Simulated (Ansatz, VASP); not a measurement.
# Two plane-wave programs on Si

```
Si
1.0
     2.59894    0.00000    0.00000
    -1.29947    2.25075    0.00000
     0.00000    0.00000    4.61893
Si
2
Direct
  0.33333 0.66667 0.25000
  0.66667 0.33333 0.75000
```

Change from the starting cell: strain -0.025 along x and y, +0.025 along z, atoms carried along.

Alike in both runs: task single point; functional LDA; k mesh 24 × 24 × 10; occupations gaussian, width 0.15 eV; no spin polarisation.

```csv
,VASP,Ansatz
version,VASP 6.6.1,Ansatz 0.2.0
potentials or method,"VASP PAW LDA potentials, release 64 (Si), cutoff 520 eV","scalar-relativistic, plane waves, PAW"
valence electrons in the cell,8,8
```

Ansatz gave:

| Quantity | Value |
| --- | --- |
| gap on the k mesh at the Fermi level (eV) | none |
| pressure (GPa) | 2.5 |
| traceless stress, the component that is largest in VASP (GPa) | -2.85 |

Problem. Estimate VASP's values.

Solution. gap on the k mesh at the Fermi level (eV): none; pressure (GPa): 2.6; traceless stress, the component that is largest in VASP (GPa): -2.83.

LDA's correlation is that of Perdew and Zunger in VASP and of Perdew and Wang (1992) in Ansatz. A gap of «none» marks a metal or a gap that the smearing closes.
